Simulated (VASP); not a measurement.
# KCaF3 (P4/mmm) in VASP: notebook

KCaF3 is run at these levels: LDA; tasks: single point.

All numbers are computed with VASP 6.6.1; they aren't measurements. Logs are shortened: lines on timing, memory, paths and dates and some standing lists are left out, and cuts for length are marked.

## (1) The cell of the first run

It takes space group P4/mmm (No. 123, tetragonal). The conventional cell has a = 5.031 Å, b = 5.031 Å, c = 3.557 Å, α = 90.00°, β = 90.00°, γ = 90.00°. Within 4.1 Å of K (site symmetry 4/mmm) lie 12 F at 3.08 to 3.56 Å and 2 K at 3.56 Å and 8 Ca at 3.98 Å. Within 2.4 Å of Ca (site symmetry 4/mmm) lie 2 F at 1.78 Å. Within 3.3 Å of F (site symmetry mmm) lie 2 Ca at 2.52 Å and 4 K at 3.08 Å and 4 F at 3.08 Å. Within 2.4 Å of F (site symmetry 4/mmm) lie 2 Ca at 1.78 Å.

## (2) Single point, LDA

The input, INCAR:

```
SYSTEM = KCaF3
  ALGO = Normal
  EDIFF = 1E-6
  ENCUT = 520
  ISIF = 2
  ISMEAR = 0
  LASPH = .TRUE.
  LCHARG = .FALSE.
  LREAL = .FALSE.
  LWAVE = .FALSE.
  NBANDS = 28
  NELM = 80
  PREC = Accurate
  SIGMA = 0.05
```

The input, KPOINTS:

```
k-points
0
G
  6 6 6
  0 0 0
```

The input, POSCAR:

```
KCaF3
1.0
    5.0308205958      0.0000000000      0.0000000000
    0.0000000000      5.0308205958      0.0000000000
    0.0000000000      0.0000000000      3.5567901612
K Ca F
1 1 3
Direct
    0.5000000000      0.5000000000      0.5000000000
    0.0000000000      0.0000000000      0.0000000000
    0.0000000000      0.5000000000      0.0000000000
    0.0000000000      0.0000000000      0.5000000000
    0.5000000000      0.0000000000      0.0000000000
```

Potentials or basis: VASP PAW LDA potentials, release 64 (K_sv, Ca_sv, F).

Command:

```sh
$ cat potpaw_LDA.64/K_sv/POTCAR potpaw_LDA.64/Ca_sv/POTCAR potpaw_LDA.64/F/POTCAR > POTCAR
$ mpirun -np 1 vasp_std > vasp.out
```

OUTCAR:

```text
SYSTEM = KCaF3
   EDIFF = 1E-6
   ENCUT = 520
   ISIF = 2
   ISMEAR = 0
   LASPH = .TRUE.
   LREAL = .FALSE.
   NELM = 80
   PREC = Accurate

 ion  position               nearest neighbor table
   1  0.500  0.500  0.500-
   2  0.000  0.000  0.000-   4 1.78   4 1.78   5 2.52   3 2.52   3 2.52   5 2.52
   3  0.000  0.500  0.000-   2 2.52   2 2.52
   4  0.000  0.000  0.500-   2 1.78   2 1.78
   5  0.500  0.000  0.000-   2 2.52   2 2.52

  LATTYP: Found a simple tetragonal cell.
 ALAT       =     5.0308205958
 C/A-ratio  =     0.7070000000

  Lattice vectors:

 A1 = (   5.0308205958,   0.0000000000,   0.0000000000)
 A2 = (   0.0000000000,   5.0308205958,   0.0000000000)
 A3 = (   0.0000000000,   0.0000000000,   3.5567901612)

Analysis of symmetry for initial positions (statically):
=====================================================================
 Subroutine PRICEL returns:
 Original cell was already a primitive cell.

 Routine SETGRP: Setting up the symmetry group for a
 simple tetragonal supercell.

 Subroutine GETGRP returns: Found 16 space group operations
 (whereof 16 operations were pure point group operations)
 out of a pool of 16 trial point group operations.

The static configuration has the point symmetry D_4h.

Analysis of symmetry for dynamics (positions and initial velocities):
=====================================================================
 Subroutine PRICEL returns:
 Original cell was already a primitive cell.

 Routine SETGRP: Setting up the symmetry group for a
 simple tetragonal supercell.

 Subroutine GETGRP returns: Found 16 space group operations
 (whereof 16 operations were pure point group operations)
 out of a pool of 16 trial point group operations.

The dynamic configuration has the point symmetry D_4h.

 Subroutine INISYM returns: Found 16 space group operations
 (whereof 16 operations are pure point group operations),
 and found     1 'primitive' translations

----------------------------------------------------------------------------------------

                                     Primitive cell

  volume of cell :      90.0194

[... 90 lines left out ...]
   LSORBIT =      F    spin-orbit coupling
   LASPH  =      T    aspherical Exc in radial PAW
   ENCUT  =  520.0 eV  38.22 Ry    6.18 a.u.   9.35  9.35  6.61*2*pi/ulx,y,z
   NELM   =     80;   NELMIN=  2; NELMDL= -5     # of ELM steps
   EDIFF  = 0.1E-05   stopping-criterion for ELM
   LREAL  =      F    real-space projection
   EDIFFG = 0.1E-04   stopping-criterion for IOM
   NSW    =      0    number of steps for IOM
   IBRION =     -1    ionic relax: 0-MD 1-quasi-New 2-CG
   NFREE  =      0    steps in history (QN), initial steepest desc. (CG)
   ISIF   =      2    stress and relaxation
   ISYM   =      2    0-nonsym 1-usesym 2-fastsym
   POTIM  = 0.5000    time-step for ionic-motion
   TEBEG  =    0.0;   TEEND  =   0.0 temperature during run
   PSTRESS=    0.0 pullay stress
   NELECT =      40.0000    total number of electrons
   NUPDOWN=      -1.0000    fix difference up-down
   EMIN   =  10.00;   EMAX   =-10.00  energy-range for DOS
   EFERMI =   0.00;   METHOD = LEGACY
   ISMEAR =     0;   SIGMA  =   0.05  broadening in eV -4-tet -1-fermi 0-gaus
   EFERMI_NEDOS =   21; number of points for ismear=-14 and -15
   IALGO  =     38    algorithm
   IMIX   =      4    mixing-type and parameters
     AMIX     =   0.40;   BMIX     =  1.00
     AMIX_MAG =   1.60;   BMIX_MAG =  1.00
  volume/ion in A,a.u.               =      18.00       121.50
  Fermi-wavevector in a.u.,A,eV,Ry     =   1.249250  2.360741 21.233616  1.560627
  Thomas-Fermi vector in A             =   2.383300
   LORBIT       =      0    0 simple, 1 ext, 2 COOP (PROOUT), +10 PAW based schemes
   GGA     = CA    functional components
   LHFCALC =     F    Hartree Fock is set to
   AEXX    =    0.0000 exact exchange contribution
   IVDW    =     0    specifies the selected vdW correction
   LEPSILON=     F    determine dielectric tensor
   LRPA    =     F    only Hartree local field effects (RPA)
 non-spin polarized calculation
 Gauss-broadening in eV      SIGMA  =   0.05
  energy-cutoff  :      520.00
  volume of cell :       90.02
 maximum number of plane-waves:      2456
 NGX is ok and might be reduce to    40

 number of electron      40.0000036 magnetization

 Free energy of the ion-electron system (eV)
  ---------------------------------------------------
  ext. energy  EPLUGINS =         0.00000000
  ---------------------------------------------------
  free energy    TOTEN  =       -24.47903551 eV

  energy without entropy =      -24.47903551  energy(sigma->0) =      -24.47903551

 E-fermi :  -1.5936     XC(G=0):  -9.0828

 val. band max:       -1.9526194263   @ k =   0.0000   0.0000   0.0000
 cond. band min:       2.3921205271   @ k =   0.0000   0.0000   0.0000
 fundamental gap:      4.3447399534
 Fermi energy:        -1.5935847957

 k-point     1 :       0.0000    0.0000    0.0000
  band No.  band energies     occupation
      1     -37.6380      2.00000
      2     -29.3510      2.00000
      3     -23.2478      2.00000
      4     -21.0914      2.00000
      5     -21.0477      2.00000
      6     -20.2291      2.00000
[... 733 lines left out ...]
     27       8.0479      0.00000
     28       8.3688      0.00000

 [... further k-points ...]

------------------------ aborting loop because EDIFF is reached ----------------------------------------

  FORCE on cell =-STRESS in cart. coord.  units (eV):
  Direction    XX          YY          ZZ          XY          YZ          ZX
  --------------------------------------------------------------------------------------
  -------------------------------------------------------------------------------------
  Total       -6.0775128     -6.0775128     29.3924725      0.0000000      0.0000000      0.0000000
  in kB     -108.1684382   -108.1684382    523.1314128      0.0000000      0.0000000      0.0000000
  external PRESSURE =     102.2648455 kB  Pullay stress =       0.0000000 kB

 VOLUME and BASIS-vectors are now :
 -----------------------------------------------------------------------------
  energy-cutoff  :      520.00
  volume of cell :       90.02
      direct lattice vectors                 reciprocal lattice vectors
     5.030820596  0.000000000  0.000000000     0.198774729  0.000000000  0.000000000
     0.000000000  5.030820596  0.000000000     0.000000000  0.198774729  0.000000000
     0.000000000  0.000000000  3.556790161     0.000000000  0.000000000  0.281152375

 POSITION                                       TOTAL-FORCE (eV/Angst)
 -----------------------------------------------------------------------------------
      2.51541      2.51541      1.77840         0.000000      0.000000      0.000000
      0.00000      0.00000      0.00000         0.000000      0.000000      0.000000
      0.00000      2.51541      0.00000         0.000000      0.000000      0.000000
      0.00000      0.00000      1.77840         0.000000      0.000000      0.000000
      2.51541      0.00000      0.00000         0.000000      0.000000      0.000000
 -----------------------------------------------------------------------------------
    total drift:                                0.000000      0.000000     -0.000000

  FREE ENERGIE OF THE ION-ELECTRON SYSTEM (eV)
  ---------------------------------------------------
  free  energy   TOTEN  =       -24.4790355126 eV

  energy  without entropy=      -24.4790355126  energy(sigma->0) =      -24.47903551
```

OSZICAR:

```text
N       E                     dE             d eps       ncg     rms          rms(c)
DAV:   1     0.379177913407E+03    0.37918E+03   -0.21196E+04  2240   0.139E+03
DAV:   2    -0.238125317761E+01   -0.38156E+03   -0.37170E+03  2652   0.400E+02
DAV:   3    -0.264560961422E+02   -0.24075E+02   -0.23969E+02  2964   0.101E+02
DAV:   4    -0.278742352919E+02   -0.14181E+01   -0.14150E+01  3816   0.165E+01
DAV:   5    -0.278864471855E+02   -0.12212E-01   -0.12211E-01  2896   0.175E+00    0.107E+01
DAV:   6    -0.248400189583E+02    0.30464E+01   -0.12273E+01  2640   0.204E+01    0.431E+00
DAV:   7    -0.246232584217E+02    0.21676E+00   -0.63060E-01  3164   0.603E+00    0.255E+00
DAV:   8    -0.244882040436E+02    0.13505E+00   -0.17795E-01  2924   0.336E+00    0.592E-01
DAV:   9    -0.244803404707E+02    0.78636E-02   -0.26309E-02  3656   0.104E+00    0.247E-01
DAV:  10    -0.244792623283E+02    0.10781E-02   -0.32100E-03  3048   0.481E-01    0.880E-02
DAV:  11    -0.244790708307E+02    0.19150E-03   -0.52291E-04  3188   0.177E-01    0.378E-02
DAV:  12    -0.244790344685E+02    0.36362E-04   -0.87935E-05  3468   0.668E-02    0.111E-02
DAV:  13    -0.244790350470E+02   -0.57850E-06   -0.16221E-05  2928   0.252E-02    0.482E-03
DAV:  14    -0.244790355126E+02   -0.46563E-06   -0.27560E-06  2784   0.102E-02
   1 F= -.24479036E+02 E0= -.24479036E+02  d E =-.526212E-25
```

Run time: 62 s. Hardware: 1 thread of Intel Xeon Platinum 8375C at 2.90GHz (Ice Lake), shared host; peak memory 0.23 GiB.

What came out:

```
Free energy            : -24.4790 eV
Pressure               : 10.2 GPa
Band gap on the k mesh : 4.34 eV
```

Stress tensor (GPa, compression positive):
```
-10.82   0.00   0.00
  0.00 -10.82   0.00
  0.00   0.00  52.31
```

Caveat: the stress differs along the axes, from -11 to 52 GPa. A k mesh can miss the band edges.

## (3) Single point, LDA

This run uses another cell than the first one, of the same volume but with other edges.

The input, INCAR:

```
PREC = Accurate
ENCUT = 520
EDIFF = 1E-6
ISMEAR = 0
SIGMA = 0.05
LREAL = False
LASPH = True
NELM = 100
ALGO = Normal
ISIF = 2
LWAVE = False
LCHARG = False
NBANDS = 28
```

The input, KPOINTS:

```
regular mesh
0
Gamma
  6 6 6
```

POSCAR: that of step 2 with these lines changed.

```diff
@@ -2,5 +2,5 @@
 1.0
-    5.0308205958      0.0000000000      0.0000000000
-    0.0000000000      5.0308205958      0.0000000000
-    0.0000000000      0.0000000000      3.5567901612
+    3.9929649530      0.0000000000      0.0000000000
+    0.0000000000      3.9929649530      0.0000000000
+    0.0000000000      0.0000000000      5.6460524435
 K Ca F
```

Potentials or basis: VASP PAW LDA potentials, release 64 (K_sv, Ca_sv, F).

Command:

```sh
$ cat potpaw_LDA.64/K_sv/POTCAR potpaw_LDA.64/Ca_sv/POTCAR potpaw_LDA.64/F/POTCAR > POTCAR
$ mpirun -np 1 vasp_std > vasp.out
```

Run time: 66 s. Hardware: 1 thread of Intel Xeon Platinum 8375C at 2.90GHz (Ice Lake), shared host; peak memory 0.22 GiB.

Results (log left out):

- Free energy: -26.2371 eV
- Pressure: 5.5 GPa
- Band gap on the k mesh: 5.29 eV

Stress tensor (GPa, compression positive):
```
12.44  0.00  0.00
 0.00 12.44  0.00
 0.00  0.00 -8.44
```

Levels at points of the mesh, in eV from the valence-band top:
```csv
k point,band 17,band 18,band 19,band 20,band 21,band 22,band 23,band 24
"(0.00, 0.00, 0.00)",-0.12,-0.12,0.00,0.00,5.29,8.69,8.77,8.77
"(0.50, 0.00, 0.00)",-0.53,-0.31,-0.24,-0.08,7.70,8.01,9.34,9.53
"(0.50, 0.50, 0.00)",-0.31,-0.22,-0.22,-0.06,8.44,9.06,9.06,9.68
"(0.00, 0.00, 0.50)",-0.10,-0.10,-0.04,-0.04,6.99,7.67,8.91,9.26
"(0.50, 0.00, 0.50)",-0.56,-0.37,-0.29,-0.11,8.37,8.48,9.38,9.63
"(0.50, 0.50, 0.50)",-0.47,-0.12,-0.12,-0.06,8.90,8.90,9.76,9.78
```

Caveat: the stress differs along the axes, from -8 to 12 GPa.

## (4) Single point, LDA

This run uses another cell than the first one, of the same volume but with other edges.

The input, INCAR:

```
PREC     = Accurate       # precision mode
ENCUT    = 520            # plane-wave cutoff, eV
EDIFF    = 1E-6           # SCF threshold, eV
ISMEAR   = 0              # smearing method
SIGMA    = 0.05           # smearing width, eV
LREAL    = False          # projectors in reciprocal space
LASPH    = True           # aspherical terms in the spheres
NELM     = 100            # most SCF steps
ALGO     = Normal         # electronic algorithm
ISIF     = 2              # what is computed and relaxed
LWAVE    = False          # write WAVECAR
LCHARG   = False          # write CHGCAR
NBANDS   = 28             # bands
```

The input, KPOINTS:

```
Automatic mesh
0
Gamma
  6 6 6
```

POSCAR: that of step 3 with these lines changed.

```diff
@@ -2,5 +2,5 @@
 1.0
-    3.9929649530      0.0000000000      0.0000000000
-    0.0000000000      3.9929649530      0.0000000000
-    0.0000000000      0.0000000000      5.6460524435
+    4.7312111016      0.0000000000      0.0000000000
+    0.0000000000      4.7312111016      0.0000000000
+    0.0000000000      0.0000000000      4.0215294364
 K Ca F
```

Command:

```sh
$ cat potpaw_LDA.64/K_sv/POTCAR potpaw_LDA.64/Ca_sv/POTCAR potpaw_LDA.64/F/POTCAR > POTCAR
$ mpirun -np 1 vasp_std > vasp.out
```

It took 52 s on 1 thread of Intel Xeon Platinum 8375C at 2.90GHz (Ice Lake), shared host; peak memory 0.22 GiB.

The run converged. Its results:

```
Free energy            : -27.1185 eV
Pressure               : -2.2 GPa
Band gap on the k mesh : 5.64 eV (least direct gap 5.70 eV)
```

Stress tensor (GPa, compression positive):
```
-8.40  0.00  0.00
 0.00 -8.40  0.00
 0.00  0.00 10.29
```

Levels at points of the mesh, in eV from the valence-band top:
| k point | band 18 | band 19 | band 20 | band 21 | band 22 | band 23 |
| --- | --- | --- | --- | --- | --- | --- |
| (0.00, 0.00, 0.00) | -0.16 | -0.15 | -0.07 | 5.64 | 8.28 | 8.77 |
| (0.50, 0.00, 0.00) | -0.31 | -0.30 | -0.12 | 7.57 | 8.21 | 9.12 |
| (0.50, 0.50, 0.00) | -0.36 | -0.33 | -0.03 | 8.39 | 9.30 | 9.41 |
| (0.00, 0.00, 0.50) | -0.42 | -0.21 | -0.21 | 8.30 | 8.40 | 8.98 |
| (0.50, 0.00, 0.50) | -0.43 | -0.42 | -0.10 | 8.93 | 9.01 | 9.16 |
| (0.50, 0.50, 0.50) | -0.06 | -0.06 | 0.00 | 9.30 | 9.38 | 9.38 |

Caveat: the stress differs along the axes, from -8 to 10 GPa. A k mesh can miss the band edges.

## (5) Single point, LDA

This run uses another cell than the first one, of the same volume but with other edges.

The input, INCAR:

```
SYSTEM = KCaF3
ALGO     = Normal         ! electronic algorithm
EDIFF    = 1E-6           ! SCF threshold, eV
ENCUT    = 520            ! plane-wave cutoff, eV
GGA      = CA             ! functional
ISIF     = 2              ! what is computed and relaxed
ISMEAR   = 0              ! smearing method
LASPH    = .True.         ! aspherical terms in the spheres
LCHARG   = .False.        ! write CHGCAR
LREAL    = .False.        ! projectors in reciprocal space
LWAVE    = .False.        ! write WAVECAR
NBANDS   = 28             ! bands
NELM     = 100            ! most SCF steps
PREC     = Accurate       ! precision mode
SIGMA    = 0.05           ! smearing width, eV
```

The input, KPOINTS:

```
k-points
0
Gamma
  6 6 6
  0 0 0
```

POSCAR: that of step 4 with these lines changed.

```diff
@@ -2,5 +2,5 @@
 1.0
-    4.7312111016      0.0000000000      0.0000000000
-    0.0000000000      4.7312111016      0.0000000000
-    0.0000000000      0.0000000000      4.0215294364
+    4.2174656376      0.0000000000      0.0000000000
+    0.0000000000      4.2174656376      0.0000000000
+    0.0000000000      0.0000000000      5.0609587651
 K Ca F
```

Command:

```sh
$ cat potpaw_LDA.64/K_sv/POTCAR potpaw_LDA.64/Ca_sv/POTCAR potpaw_LDA.64/F/POTCAR > POTCAR
$ mpirun -np 1 vasp_std > vasp.out
```

Run time: 50 s. Hardware: 1 thread of Intel Xeon Platinum 8375C at 2.90GHz (Ice Lake), shared host; peak memory 0.23 GiB.

The run converged. Its results:

```yaml
Free_energy: -27.2098 eV
Pressure: -2.1 GPa
Band_gap_on_the_k_mesh: 5.66 eV (least direct gap 5.71 eV)
```

Stress tensor (GPa, compression positive):
```
 1.66  0.00  0.00
 0.00  1.66  0.00
 0.00  0.00 -9.55
```

Levels at points of the mesh, in eV from the valence-band top:
| k point | band 18 | band 19 | band 20 | band 21 | band 22 | band 23 |
| --- | --- | --- | --- | --- | --- | --- |
| (0.00, 0.00, 0.00) | -0.13 | -0.05 | -0.05 | 5.66 | 8.63 | 8.63 |
| (0.50, 0.00, 0.00) | -0.41 | -0.19 | -0.13 | 8.06 | 8.19 | 9.13 |
| (0.50, 0.50, 0.00) | -0.25 | -0.25 | -0.01 | 8.77 | 9.20 | 9.20 |
| (0.00, 0.00, 0.50) | -0.22 | -0.17 | -0.17 | 7.44 | 8.38 | 9.26 |
| (0.50, 0.00, 0.50) | -0.38 | -0.29 | -0.08 | 8.71 | 9.12 | 9.23 |
| (0.50, 0.50, 0.50) | -0.01 | 0.00 | 0.00 | 9.27 | 9.27 | 9.67 |

Caveat: the stress differs along the axes, from -10 to 2 GPa.

## (6) Overview

```tsv
cell	gap on the mesh (eV)	pressure (GPa)
a = 5.031, b = 5.031, c = 3.557 Å, 5 atoms	4.34	10.2
a = 3.993, b = 3.993, c = 5.646 Å, 5 atoms	5.29	5.5
a = 4.731, b = 4.731, c = 4.022 Å, 5 atoms	5.64	-2.2
a = 4.217, b = 4.217, c = 5.061 Å, 5 atoms	5.66	-2.1
```

Alike in all rows: task single point; level LDA; potentials or basis VASP PAW LDA potentials, release 64 (K_sv, Ca_sv, F); no spin polarisation; k mesh 6 × 6 × 6; cutoff (eV) 520; smearing gaussian 0.05 eV.

Caveats: the stress differs along the axes, from -11 to 52 GPa (at least some runs); the stress differs along the axes, from -8 to 12 GPa (at least some runs); the stress differs along the axes, from -8 to 10 GPa (at least some runs); the stress differs along the axes, from -10 to 2 GPa (at least some runs).

Absolute energies hang on the potentials; compare differences alone.
